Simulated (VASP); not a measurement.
# ZnCu (Pm-3m) in VASP: relaxation of cell and atoms with LDA

Aim: the relaxation of cell and atoms of ZnCu with LDA.

Everything below comes from runs of VASP 6.6.1. Logs are shortened: lines on timing, memory, paths and dates and some standing lists are left out, and cuts for length are marked.

### 1 The cell of the first run

The structure is cubic, space group Pm-3m (No. 221). Conventional cell: a = 2.945 Å, b = 2.945 Å, c = 2.945 Å, α = 90.00°, β = 90.00°, γ = 90.00°. Zn (site symmetry m-3m) has 8 Cu at 2.55 Å and 6 Zn at 2.94 Å within 3.4 Å. Cu (site symmetry m-3m) has 8 Zn at 2.55 Å and 6 Cu at 2.94 Å within 3.4 Å.

### 2 Relaxation of cell and atoms, LDA

Contents of INCAR:

```
SYSTEM = ZnCu
PREC = Accurate
ENCUT = 820
EDIFF = 1E-7
ISMEAR = -1
SIGMA = 0.1
LREAL = .FALSE.
LASPH = .TRUE.
NELM = 120
ALGO = Normal
ISIF = 3
LWAVE = .FALSE.
LCHARG = .FALSE.
IBRION = 2
NSW = 80
EDIFFG = -0.01
GGA_COMPAT = .FALSE.
NELMIN = 4
```

Contents of KPOINTS:

```
regular mesh
0
G
  11 11 11
  0 0 0
```

Contents of POSCAR:

```
ZnCu
1.0
    2.9450000000      0.0000000000      0.0000000000
    0.0000000000      2.9450000000      0.0000000000
    0.0000000000      0.0000000000      2.9450000000
Zn Cu
1 1
Direct
    0.5000000000      0.5000000000      0.5000000000
    0.0000000000      0.0000000000      0.0000000000
```

Potentials or basis: VASP PAW LDA potentials, release 64 (Zn, Cu_sv_GW).

Started as:

```console
$ cat potpaw_LDA.64/Zn/POTCAR potpaw_LDA.64/Cu_sv_GW/POTCAR > POTCAR
$ mpirun -np 1 vasp_std > vasp.out
```

OUTCAR:

```text
SYSTEM = ZnCu
   PREC = Accurate
   ENCUT = 820
   EDIFF = 1E-7
   ISMEAR = -1
   LREAL = .FALSE.
   LASPH = .TRUE.
   NELM = 120
   ISIF = 3
   IBRION = 2
   NSW = 80
   EDIFFG = -0.01
   NELMIN = 4

 ion  position               nearest neighbor table
   1  0.500  0.500  0.500-   2 2.55   2 2.55   2 2.55   2 2.55   2 2.55   2 2.55   2 2.55   2 2.55

   2  0.000  0.000  0.000-   1 2.55   1 2.55   1 2.55   1 2.55   1 2.55   1 2.55   1 2.55   1 2.55

  LATTYP: Found a simple cubic cell.
 ALAT       =     2.9450000000

  Lattice vectors:

 A1 = (   2.9450000000,   0.0000000000,   0.0000000000)
 A2 = (   0.0000000000,   2.9450000000,   0.0000000000)
 A3 = (   0.0000000000,   0.0000000000,   2.9450000000)

Analysis of symmetry for initial positions (statically):
=====================================================================
 Subroutine PRICEL returns:
 Original cell was already a primitive cell.

 Routine SETGRP: Setting up the symmetry group for a
 simple cubic supercell.

 Subroutine GETGRP returns: Found 48 space group operations
 (whereof 48 operations were pure point group operations)
 out of a pool of 48 trial point group operations.

The static configuration has the point symmetry O_h .

Analysis of symmetry for dynamics (positions and initial velocities):
=====================================================================
 Subroutine PRICEL returns:
 Original cell was already a primitive cell.

 Routine SETGRP: Setting up the symmetry group for a
 simple cubic supercell.

 Subroutine GETGRP returns: Found 48 space group operations
 (whereof 48 operations were pure point group operations)
 out of a pool of 48 trial point group operations.

The dynamic configuration has the point symmetry O_h .

 Subroutine INISYM returns: Found 48 space group operations
 (whereof 48 operations are pure point group operations),
 and found     1 'primitive' translations

----------------------------------------------------------------------------------------

                                     Primitive cell

  volume of cell :      25.5421

  direct lattice vectors                    reciprocal lattice vectors
     2.945000000  0.000000000  0.000000000     0.339558574  0.000000000  0.000000000
     0.000000000  2.945000000  0.000000000     0.000000000  0.339558574  0.000000000
     0.000000000  0.000000000  2.945000000     0.000000000  0.000000000  0.339558574

  length of vectors
     2.945000000  2.945000000  2.945000000     0.339558574  0.339558574  0.339558574

  position of ions in fractional coordinates (direct lattice)
     0.500000000  0.500000000  0.500000000
     0.000000000  0.000000000  0.000000000

  ion indices of the primitive-cell ions
   primitive index   ion index
                 1           1
                 2           2

----------------------------------------------------------------------------------------

 KPOINTS: regular mesh

Automatic generation of k-mesh.
 Grid dimensions read from file:
 generate k-points for:   11   11   11

 Generating k-lattice:

  Cartesian coordinates                     Fractional coordinates (reciprocal lattice)
     0.030868961  0.000000000  0.000000000     0.090909091  0.000000000  0.000000000
     0.000000000  0.030868961  0.000000000     0.000000000  0.090909091  0.000000000
     0.000000000  0.000000000  0.030868961     0.000000000  0.000000000  0.090909091

  Length of vectors
     0.030868961  0.030868961  0.030868961

  Shift w.r.t. Gamma in fractional coordinates (k-lattice)
     0.000000000  0.000000000  0.000000000

 Subroutine IBZKPT returns following result:
 ===========================================

 Found     56 irreducible k-points:

 Following reciprocal coordinates:
            Coordinates               Weight
  0.000000  0.000000  0.000000      1.000000
  0.090909  0.000000  0.000000      6.000000
  0.181818  0.000000  0.000000      6.000000
  0.272727  0.000000  0.000000      6.000000
  0.363636  0.000000  0.000000      6.000000
  0.454545  0.000000  0.000000      6.000000
[... 16 lines left out ...]
  0.181818  0.090909  0.090909     24.000000
  0.272727  0.090909  0.090909     24.000000
 [... further k-points ...]
   k-points           NKPTS =     56   k-points in BZ     NKDIM =     56   number of bands    NBANDS=     19
   number of dos      NEDOS =    301   number of ions     NIONS =      2
   total plane-waves  NPLWV =  21952
   dimension x,y,z NGX =    28 NGY =   28 NGZ =   28
   dimension x,y,z NGXF=    56 NGYF=   56 NGZF=   56
   ions per type =               1   1
   NGX,Y,Z   is equivalent  to a cutoff of  15.81, 15.81, 15.81 a.u.
   NGXF,Y,Z  is equivalent  to a cutoff of  31.61, 31.61, 31.61 a.u.
 SYSTEM =  ZnCu
   PREC   = accura    normal or accurate (medium, high low for compatibility)
   ISTART =      0    job   : 0-new  1-cont  2-samecut
   ICHARG =      2    charge: 1-file 2-atom 10-const
   ISPIN  =      1    spin polarized calculation?
   LNONCOLLINEAR =      F non collinear calculations
   LSORBIT =      F    spin-orbit coupling
   LASPH  =      T    aspherical Exc in radial PAW
   ENCUT  =  820.0 eV  60.27 Ry    7.76 a.u.   6.88  6.88  6.88*2*pi/ulx,y,z
   NELM   =    120;   NELMIN=  4; NELMDL= -5     # of ELM steps
   EDIFF  = 0.1E-06   stopping-criterion for ELM
   LREAL  =      F    real-space projection
   EDIFFG = -.1E-01   stopping-criterion for IOM
   NSW    =     80    number of steps for IOM
   IBRION =      2    ionic relax: 0-MD 1-quasi-New 2-CG
   NFREE  =      1    steps in history (QN), initial steepest desc. (CG)
   ISIF   =      3    stress and relaxation
   ISYM   =      2    0-nonsym 1-usesym 2-fastsym
   POTIM  = 0.5000    time-step for ionic-motion
   TEBEG  =    0.0;   TEEND  =   0.0 temperature during run
   PSTRESS=    0.0 pullay stress
   NELECT =      31.0000    total number of electrons
   NUPDOWN=      -1.0000    fix difference up-down
   EMIN   =  10.00;   EMAX   =-10.00  energy-range for DOS
   EFERMI =   0.00;   METHOD = LEGACY
   ISMEAR =    -1;   SIGMA  =   0.10  broadening in eV -4-tet -1-fermi 0-gaus
   EFERMI_NEDOS =   21; number of points for ismear=-14 and -15
   IALGO  =     38    algorithm
   IMIX   =      4    mixing-type and parameters
     AMIX     =   0.40;   BMIX     =  1.00
     AMIX_MAG =   1.60;   BMIX_MAG =  1.00
  volume/ion in A,a.u.               =      12.77        86.18
  Fermi-wavevector in a.u.,A,eV,Ry     =   1.746265  3.299962 41.490160  3.049441
  Thomas-Fermi vector in A             =   2.817792
   LORBIT       =      0    0 simple, 1 ext, 2 COOP (PROOUT), +10 PAW based schemes
   GGA     = CA    functional components
   LHFCALC =     F    Hartree Fock is set to
   AEXX    =    0.0000 exact exchange contribution
   IVDW    =     0    specifies the selected vdW correction
   LEPSILON=     F    determine dielectric tensor
   LRPA    =     F    only Hartree local field effects (RPA)
 conjugate gradient relaxation of ions
 non-spin polarized calculation
  energy-cutoff  :      820.00
  volume of cell :       25.54
 maximum number of plane-waves:      1379
 NGX is ok and might be reduce to    28
   NGX = 13   NGY = 13   NGZ = 13

--------------------------------------- Ionic step        1  -------------------------------------------

 number of electron      30.9999987 magnetization

 Free energy of the ion-electron system (eV)
  ---------------------------------------------------
  ext. energy  EPLUGINS =         0.00000000
  ---------------------------------------------------
  free energy    TOTEN  =        -6.90043675 eV

  energy without entropy =       -6.88554555  energy(sigma->0) =       -6.89299115

------------------------ aborting loop because EDIFF is reached ----------------------------------------

  FORCE on cell =-STRESS in cart. coord.  units (eV):
  Direction    XX          YY          ZZ          XY          YZ          ZX
  --------------------------------------------------------------------------------------
  -------------------------------------------------------------------------------------
  Total       -1.5856793     -1.5856793     -1.5856793     -0.0000000     -0.0000000      0.0000000
  in kB      -99.4649461    -99.4649461    -99.4649461     -0.0000000     -0.0000000      0.0000000
  external PRESSURE =     -99.4649461 kB  Pullay stress =       0.0000000 kB

 VOLUME and BASIS-vectors are now :
 -----------------------------------------------------------------------------
  energy-cutoff  :      820.00
  volume of cell :       25.54
      direct lattice vectors                 reciprocal lattice vectors
     2.945000000  0.000000000  0.000000000     0.339558574  0.000000000  0.000000000
     0.000000000  2.945000000  0.000000000     0.000000000  0.339558574  0.000000000
     0.000000000  0.000000000  2.945000000     0.000000000  0.000000000  0.339558574
[... 37 lines left out ...]
 POSITION                                       TOTAL-FORCE (eV/Angst)
 -----------------------------------------------------------------------------------
      1.41618      1.41618      1.41618        -0.000000     -0.000000      0.000000
      0.00000      0.00000      0.00000         0.000000      0.000000      0.000000
 -----------------------------------------------------------------------------------
    total drift:                                0.000000      0.000000      0.000000

  FREE ENERGIE OF THE ION-ELECTRON SYSTEM (eV)
  ---------------------------------------------------
  free  energy   TOTEN  =        -6.9400138279 eV

  energy  without entropy=       -6.9275520488  energy(sigma->0) =       -6.93378294

--------------------------------------- Ionic step        3  -------------------------------------------

 number of electron      31.0000018 magnetization

 Free energy of the ion-electron system (eV)
  ---------------------------------------------------
  ext. energy  EPLUGINS =         0.00000000
  ---------------------------------------------------
  free energy    TOTEN  =        -6.96190308 eV

  energy without entropy =       -6.94861486  energy(sigma->0) =       -6.95525897

 E-fermi :   5.9676     XC(G=0): -13.5456

 val. band max:        5.9638749923   @ k =   0.4545   0.3636   0.3636
 cond. band min:       5.9760176212   @ k =   0.4545   0.4545   0.2727
 fundamental gap:      0.0121426289
 Fermi energy:         5.9676199063

 k-point     1 :       0.0000    0.0000    0.0000
  band No.  band energies     occupation
      1    -106.1204      2.00000
      2     -64.0757      2.00000
      3     -64.0757      2.00000
      4     -64.0757      2.00000
      5      -4.9747      2.00000
      6      -2.2017      2.00000
[... 11 lines left out ...]
     18      12.4043      0.00000
     19      17.8610      0.00000
[... 485 lines left out ...]
 k-point    24 :       0.2727    0.0909    0.0909
  band No.  band energies     occupation
      1    -106.1197      2.00000
      2     -64.0836      2.00000
      3     -64.0761      2.00000
      4     -64.0760      2.00000
      5      -3.3527      2.00000
      6      -1.9926      2.00000
[... 11 lines left out ...]
     18      13.1887      0.00000
     19      20.4819      0.00000

 [... further k-points ...]

------------------------ aborting loop because EDIFF is reached ----------------------------------------

  FORCE on cell =-STRESS in cart. coord.  units (eV):
  Direction    XX          YY          ZZ          XY          YZ          ZX
  --------------------------------------------------------------------------------------
  -------------------------------------------------------------------------------------
  Total       -0.0040623     -0.0040623     -0.0040623      0.0000000      0.0000000     -0.0000000
  in kB       -0.2745410     -0.2745410     -0.2745410      0.0000000      0.0000000     -0.0000000
  external PRESSURE =      -0.2745410 kB  Pullay stress =       0.0000000 kB

 VOLUME and BASIS-vectors are now :
 -----------------------------------------------------------------------------
  energy-cutoff  :      820.00
  volume of cell :       23.71
      direct lattice vectors                 reciprocal lattice vectors
     2.872719762 -0.000000000  0.000000000     0.348102176  0.000000000  0.000000000
    -0.000000000  2.872719762  0.000000000     0.000000000  0.348102176  0.000000000
    -0.000000000 -0.000000000  2.872719762    -0.000000000 -0.000000000  0.348102176

 POSITION                                       TOTAL-FORCE (eV/Angst)
 -----------------------------------------------------------------------------------
      1.43636      1.43636      1.43636        -0.000000     -0.000000      0.000000
      0.00000      0.00000      0.00000         0.000000      0.000000      0.000000
 -----------------------------------------------------------------------------------
    total drift:                                0.000000      0.000000      0.000000

  FREE ENERGIE OF THE ION-ELECTRON SYSTEM (eV)
  ---------------------------------------------------
  free  energy   TOTEN  =        -6.9619030806 eV

  energy  without entropy=       -6.9486148555  energy(sigma->0) =       -6.95525897

 reached required accuracy - stopping structural energy minimisation
```

It took 65 s on 1 thread of AMD EPYC 9R45 (Zen 5), shared host; peak memory 0.18 GiB.

What came out:

* Free energy: -6.9619 eV
* Relaxed volume: 11.85 Å³/atom
* Relaxed cell: a = 2.873 Å, b = 2.873 Å, c = 2.873 Å, α = 90.00°, β = 90.00°, γ = 90.00°
* Space group after relaxing (to 0.1 Å): Pm-3m (No. 221)
* Energy gained by relaxing: 30.7 meV/atom
* Ionic steps: 3
* Pressure after relaxing: 0.0 GPa
* Band gap on the k mesh: zero (an odd number of electrons rules out a gap without spin polarisation)

Step by step:
| step | energy change (eV) | largest force (eV/Å) | pressure (GPa) | volume (Å³) |
| --- | --- | --- | --- | --- |
| 1 | 0.0000 | 0.0000 | -9.95 | 25.54 |
| 2 | -0.0396 | 0.0000 | 7.29 | 22.72 |
| 3 | -0.0615 | 0.0000 | -0.03 | 23.71 |

Final structure:
```
Zn Cu
1.0
     2.87272    0.00000    0.00000
     0.00000    2.87272    0.00000
     0.00000    0.00000    2.87272
Zn Cu
1 1
Cartesian
  1.4364 1.4364 1.4364
  0.0000 0.0000 0.0000
```

Levels at points of the mesh, in eV from the Fermi level:
```tsv
k point	band 11	band 12	band 13	band 14	band 15	band 16	band 17	band 18	band 19
(0.00, 0.00, 0.00)	-3.80	-3.80	-2.86	-2.86	-2.86	6.44	6.44	6.44	11.89
```

LDA usually gives volumes a few per cent too small. Zero-point motion and thermal expansion aren't in these numbers.
